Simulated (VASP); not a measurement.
# SnSe2 (P-3m1) in VASP: a series of runs, part 2 of 2

VASP 6.6.1.

## Step 5: Relaxation of cell and atoms, PBEsol

Contents of INCAR:

```
PREC = Accurate
ENCUT = 600
EDIFF = 1E-6
ISMEAR = 0
SIGMA = 0.02
LREAL = F
LASPH = T
NELM = 80
ALGO = Normal
ISIF = 3
LWAVE = F
LCHARG = F
GGA = PS
IBRION = 2
NSW = 100
EDIFFG = -0.002
```

Contents of KPOINTS:

```
Automatic mesh
0
Gamma
  9 9 6
```

Contents of POSCAR:

```
SnSe2
1.0
    3.8110000000      0.0000000000      0.0000000000
   -1.9055000000      3.3004228138      0.0000000000
    0.0000000000      0.0000000000      6.1360000000
Sn Se
1 2
Direct
    0.0000000000      0.0000000000      0.0000000000
    0.3333333333      0.6666666667      0.2490000000
    0.6666666667      0.3333333333      0.7510000000
```

Potentials or basis: VASP PAW PBE potentials, release 64 (Sn_d, Se).

Started as:

```
$ cat potpaw_PBE.64/Sn_d/POTCAR potpaw_PBE.64/Se/POTCAR > POTCAR
$ mpirun -np 1 vasp_std > vasp.out
```

OUTCAR:

```text
PREC = Accurate
   ENCUT = 600
   EDIFF = 1E-6
   ISMEAR = 0
   LREAL = F
   LASPH = T
   NELM = 80
   ISIF = 3
   GGA = PS
   IBRION = 2
   NSW = 100
   EDIFFG = -0.002

 ion  position               nearest neighbor table
   1  0.000  0.000  0.000-   2 2.68   3 2.68   2 2.68   3 2.68   3 2.68   2 2.68
   2  0.333  0.667  0.249-   1 2.68   1 2.68   1 2.68
   3  0.667  0.333  0.751-   1 2.68   1 2.68   1 2.68

  LATTYP: Found a hexagonal cell.
 ALAT       =     3.8110000000
 C/A-ratio  =     1.6100760955

  Lattice vectors:

 A1 = (   3.8110000000,   0.0000000000,   0.0000000000)
 A2 = (  -1.9055000000,   3.3004228138,   0.0000000000)
 A3 = (   0.0000000000,   0.0000000000,   6.1360000000)

Analysis of symmetry for initial positions (statically):
=====================================================================
 Subroutine PRICEL returns:
 Original cell was already a primitive cell.

 Routine SETGRP: Setting up the symmetry group for a
 hexagonal supercell.

 Subroutine GETGRP returns: Found 12 space group operations
 (whereof 12 operations were pure point group operations)
 out of a pool of 24 trial point group operations.

The static configuration has the point symmetry D_3d.

Analysis of symmetry for dynamics (positions and initial velocities):
=====================================================================
 Subroutine PRICEL returns:
 Original cell was already a primitive cell.

 Routine SETGRP: Setting up the symmetry group for a
 hexagonal supercell.

 Subroutine GETGRP returns: Found 12 space group operations
 (whereof 12 operations were pure point group operations)
 out of a pool of 24 trial point group operations.

The dynamic configuration has the point symmetry D_3d.

 Subroutine INISYM returns: Found 12 space group operations
 (whereof 12 operations are pure point group operations),
 and found     1 'primitive' translations

----------------------------------------------------------------------------------------

                                     Primitive cell

[... 130 lines left out ...]

--------------------------------------- Ionic step        1  -------------------------------------------

 number of electron      25.9999991 magnetization

 Free energy of the ion-electron system (eV)
  ---------------------------------------------------
  ext. energy  EPLUGINS =         0.00000000
  ---------------------------------------------------
  free energy    TOTEN  =       -12.94444170 eV

  energy without entropy =      -12.94444170  energy(sigma->0) =      -12.94444170

------------------------ aborting loop because EDIFF is reached ----------------------------------------

  FORCE on cell =-STRESS in cart. coord.  units (eV):
  Direction    XX          YY          ZZ          XY          YZ          ZX
  --------------------------------------------------------------------------------------
  -------------------------------------------------------------------------------------
  Total        0.9737644      0.9737644      1.8765825      0.0000000     -0.0000000      0.0000000
  in kB       20.2148538     20.2148538     38.9568977      0.0000000     -0.0000000      0.0000000
  external PRESSURE =      26.4622018 kB  Pullay stress =       0.0000000 kB
[... 92 lines left out ...]
  FREE ENERGIE OF THE ION-ELECTRON SYSTEM (eV)
  ---------------------------------------------------
  free  energy   TOTEN  =       -12.9781921127 eV

  energy  without entropy=      -12.9781921127  energy(sigma->0) =      -12.97819211

 E-fermi :   3.9635     XC(G=0):  -9.5461

 val. band max:        3.8005940910   @ k =   0.1111  -0.0000   0.1667
 cond. band min:       4.3460514456   @ k =   0.0000   0.4444   0.3333
 fundamental gap:      0.5454573546
 Fermi energy:         3.9635054084

 k-point     1 :       0.0000    0.0000    0.0000
  band No.  band energies     occupation
      1     -17.3183      2.00000
      2     -17.3183      2.00000
      3     -17.2805      2.00000
      4     -17.2682      2.00000
      5     -17.2682      2.00000
      6      -9.9862      2.00000
[... 459 lines left out ...]
      6      -9.1643      2.00000
[... 9 lines left out ...]
     16       8.8486      0.00000
     17      10.0181      0.00000

 [... further k-points ...]

[... ionic steps 4 to 23 ...]

--------------------------------------- Ionic step       24  -------------------------------------------

 number of electron      25.9999992 magnetization

------------------------ aborting loop because EDIFF is reached ----------------------------------------
[... 69 lines left out ...]
--------------------------------------- Ionic step       26  -------------------------------------------

 number of electron      25.9999992 magnetization

 Free energy of the ion-electron system (eV)
  ---------------------------------------------------
  ext. energy  EPLUGINS =         0.00000000
  ---------------------------------------------------
  free energy    TOTEN  =       -12.98319620 eV

  energy without entropy =      -12.98319620  energy(sigma->0) =      -12.98319620

 E-fermi :   4.1563     XC(G=0):  -9.6494

 val. band max:        4.0191414498   @ k =   0.1111   0.1111   0.0000
 cond. band min:       4.4991779183   @ k =   0.0000   0.4444   0.3333
 fundamental gap:      0.4800364685
 Fermi energy:         4.1562614618

 k-point     1 :       0.0000    0.0000    0.0000
  band No.  band energies     occupation
      1     -17.1426      2.00000
      2     -17.1426      2.00000
      3     -17.1055      2.00000
      4     -17.0931      2.00000
      5     -17.0931      2.00000
      6      -9.8341      2.00000
[... 501 lines left out ...]
  FREE ENERGIE OF THE ION-ELECTRON SYSTEM (eV)
  ---------------------------------------------------
  free  energy   TOTEN  =       -12.9831962032 eV

  energy  without entropy=      -12.9831962032  energy(sigma->0) =      -12.98319620

 reached required accuracy - stopping structural energy minimisation
```

CONTCAR:

```text
SnSe2
   1.00000000000000
     3.8205734709135686   -0.0000000000000000   -0.0000000000000000
    -1.9102867354567843    3.3087136828133832   -0.0000000000000002
    -0.0000000000000000    0.0000000000000000    6.1524834807613082
  Sn              Se
     1     2
Direct
     0.0000000000000000    0.0000000000000000    0.0000000000000000
     0.3333333332999970    0.6666666667000030    0.2580421990014544
     0.6666666667000030    0.3333333332999970    0.7419578009985456

  0.00000000E+00  0.00000000E+00  0.00000000E+00
  0.00000000E+00  0.00000000E+00  0.00000000E+00
  0.00000000E+00  0.00000000E+00  0.00000000E+00
```

It took 9.6 min on 1 thread of Intel Xeon 6975P-C (Granite Rapids), shared host; peak memory 0.28 GiB.

Results:

- Free energy: -12.9832 eV
- Relaxed volume: 25.92 Å³/atom
- Relaxed cell: a = 3.821 Å, b = 3.821 Å, c = 6.152 Å, α = 90.00°, β = 90.00°, γ = 120.00°
- Space group after relaxing (to 0.1 Å): P-3m1 (No. 164)
- Energy gained by relaxing: 12.9 meV/atom
- Ionic steps: 26
- Pressure after relaxing: 0.0 GPa
- Band gap on the k mesh: 0.48 eV (least direct gap 0.97 eV)

Step by step:
| step | energy change (eV) | largest force (eV/Å) | pressure (GPa) | volume (Å³) |
| --- | --- | --- | --- | --- |
| 1 | 0.0000 | 0.6231 | 2.65 | 77.18 |
| 2 | -0.0132 | 0.2780 | -2.39 | 82.02 |
| 3 | -0.0338 | 0.0960 | -0.37 | 79.83 |
| 4 | -0.0368 | 0.0484 | -0.21 | 79.40 |
| 5 | -0.0375 | 0.0117 | -0.06 | 79.07 |
| 6 | -0.0375 | 0.0151 | -0.09 | 79.10 |
| 7 | -0.0376 | 0.0336 | 0.05 | 78.93 |
| 8 | -0.0376 | 0.0390 | 0.09 | 78.88 |
| 9 | -0.0377 | 0.0376 | 0.06 | 78.86 |
| 10 | -0.0379 | 0.0328 | 0.04 | 78.79 |
| 11 | -0.0382 | 0.0235 | -0.06 | 78.66 |
| 12 | -0.0384 | 0.0057 | -0.21 | 78.40 |
| 13 | -0.0384 | 0.0072 | -0.17 | 78.31 |
| 14 | -0.0386 | 0.0117 | -0.12 | 78.07 |
| 15 | -0.0386 | 0.0215 | 0.03 | 77.58 |
| 16 | -0.0386 | 0.0174 | -0.03 | 77.81 |
| 17 | -0.0386 | 0.0163 | -0.06 | 77.85 |
| 18 | -0.0386 | 0.0168 | -0.03 | 77.83 |
| 19 | -0.0386 | 0.0134 | -0.03 | 77.82 |
| 20 | -0.0387 | 0.0028 | -0.02 | 77.80 |
| 21 | -0.0387 | 0.0173 | -0.02 | 77.76 |
| 22 | -0.0388 | 0.0033 | -0.03 | 77.79 |
| 23 | -0.0388 | 0.0047 | -0.01 | 77.79 |
| 24 | -0.0388 | 0.0041 | -0.01 | 77.79 |
| 25 | -0.0388 | 0.0037 | -0.01 | 77.79 |
| 26 | -0.0388 | 0.0004 | 0.00 | 77.77 |

Final structure:
```xyz
3
Lattice="3.8206 0.0000 0.0000 -1.9103 3.3087 0.0000 0.0000 0.0000 6.1525" Properties=species:S:1:pos:R:3 pbc="T T T"
Sn    0.0000    0.0000    0.0000
Se    0.0000    2.2058    1.5876
Se    1.9103    1.1029    4.5649
```

Levels at points of the mesh, in eV from the valence-band top:
| k point | band 10 | band 11 | band 12 | band 13 | band 14 | band 15 | band 16 | band 17 |
| --- | --- | --- | --- | --- | --- | --- | --- | --- |
| (0.00, 0.00, 0.00) | -0.58 | -0.34 | -0.34 | -0.11 | 0.86 | 2.96 | 4.58 | 4.58 |
| (0.00, 0.00, 0.50) | -0.70 | -0.70 | -0.15 | -0.15 | 2.44 | 2.85 | 4.28 | 4.28 |

Caveat: the PAW data sets were made with another functional, which shifts forces and pressure a little; spin-orbit coupling is left out, which moves the levels of the heavy elements; an odd mesh through Γ misses points on the zone boundary, where band edges can lie; this functional lacks dispersion, which binds the layers, so the pressure and a relaxed spacing across them are unreliable.

## Step 6: Relaxation of cell and atoms, PBEsol

This run uses another cell than the first one, of 25.91 Å³/atom.

Contents of INCAR:

```
  ALGO = Normal
  EDIFF = 1E-6
  EDIFFG = -0.002
  ENCUT = 600
  GGA = PS
  IBRION = 2
  ISIF = 3
  ISMEAR = 0
  LASPH = True
  LCHARG = False
  LREAL = False
  LWAVE = False
  NELM = 60
  NSW = 100
  PREC = Accurate
  SIGMA = 0.02
```

Contents of KPOINTS:

```
k-points
0
Gamma
  12 12 6
```

Contents of POSCAR:

```
SnSe2
1.0
    3.8185670367      0.0000000000      0.0000000000
   -1.9092835184      3.3069760599      0.0000000000
    0.0000000000      0.0000000000      6.1562614322
Sn Se
1 2
Direct
    0.0000000000      0.0000000000      0.0000000000
    0.3333333333      0.6666666667      0.2576611040
    0.6666666667      0.3333333333      0.7423388960
```

Potentials or basis: VASP PAW PBE potentials, release 64 (Sn_d, Se).

Started as:

```
$ cat potpaw_PBE.64/Sn_d/POTCAR potpaw_PBE.64/Se/POTCAR > POTCAR
$ mpirun -np 1 vasp_std > vasp.out
```

It took 8.2 min on 1 thread of Intel Xeon 6975P-C (Granite Rapids), shared host; peak memory 0.34 GiB.

The run converged. Its results:

* Free energy: -12.9841 eV
* Relaxed volume: 25.95 Å³/atom
* Relaxed cell: a = 3.820 Å, b = 3.820 Å, c = 6.160 Å, α = 90.00°, β = 90.00°, γ = 120.00°
* Space group after relaxing (to 0.1 Å): P-3m1 (No. 164)
* Energy gained by relaxing: 0.0 meV/atom
* Ionic steps: 21
* Pressure after relaxing: 0.0 GPa
* Band gap on the k mesh: 0.49 eV (least direct gap 0.98 eV)

Final structure:
```yaml
crystal:
  lattice:
    - [3.81978, 0.00000, 0.00000]
    - [-1.90989, 3.30803, 0.00000]
    - [0.00000, 0.00000, 6.15999]
  atoms:
    - { symbol: Sn, position: [0.00000, 0.00000, 0.00000] }
    - { symbol: Se, position: [0.33333, 0.66667, 0.25781] }
    - { symbol: Se, position: [0.66667, 0.33333, 0.74219] }
```

Levels at points of the mesh, in eV from the valence-band top:
```
           k point  band 10  band 11  band 12  band 13  band 14  band 15  band 16  band 17
(0.00, 0.00, 0.00)    -0.60    -0.36    -0.36    -0.14     0.84     2.94     4.56     4.56
(0.50, 0.00, 0.00)    -3.06    -2.54    -1.46    -0.30     1.10     3.56     5.12     5.12
(0.00, 0.00, 0.50)    -0.72    -0.72    -0.16    -0.16     2.42     2.83     4.26     4.26
(0.50, 0.00, 0.50)    -2.33    -2.06    -0.95    -0.77     0.61     3.94     4.55     5.65
```

Caveat: the PAW data sets were made with another functional, which shifts forces and pressure a little; spin-orbit coupling is left out, which moves the levels of the heavy elements; this functional lacks dispersion, which binds the layers, so the pressure and a relaxed spacing across them are unreliable.

## Step 7: Overview

```csv
task,cell,k mesh,cutoff (eV),smearing,gap on the mesh (eV),pressure (GPa),relaxed volume (Å³/atom),largest force (eV/Å)
single point,"a = 3.811, b = 3.811, c = 6.136 Å, angles 90.0, 90.0, 120.0°, 3 atoms, atomic positions A",6 × 6 × 4,520,gaussian 0.1 eV,0.74,2.7,-,0.61
single point,"a = 3.819, b = 3.819, c = 6.156 Å, angles 90.0, 90.0, 120.0°, 3 atoms, atomic positions B",9 × 9 × 6,520,gaussian 0.02 eV,0.49,0.1,-,0.02
single point,"a = 3.818, b = 3.818, c = 6.156 Å, angles 90.0, 90.0, 120.0°, 3 atoms, atomic positions B",12 × 12 × 6,520,gaussian 0.02 eV,0.49,0.1,-,0.02
relaxation of cell and atoms,"relaxed from a = 3.811, b = 3.811, c = 6.136 Å, angles 90.0, 90.0, 120.0°, 3 atoms, atomic positions A",9 × 9 × 6,600,gaussian 0.02 eV,0.48,0.0,25.92,-
relaxation of cell and atoms,"relaxed from a = 3.819, b = 3.819, c = 6.156 Å, angles 90.0, 90.0, 120.0°, 3 atoms, atomic positions B",12 × 12 × 6,600,gaussian 0.02 eV,0.49,0.0,25.95,-
```

Alike in all rows: level PBEsol; potentials or basis VASP PAW PBE potentials, release 64 (Sn_d, Se); no spin polarisation.

Caveats: the PAW data sets were made with another functional, which shifts forces and pressure a little; spin-orbit coupling is left out, which moves the levels of the heavy elements; this functional lacks dispersion, which binds the layers, so the pressure and a relaxed spacing across them are unreliable; an odd mesh through Γ misses points on the zone boundary, where band edges can lie (at least some runs).

Absolute energies hang on the potentials; compare differences alone.
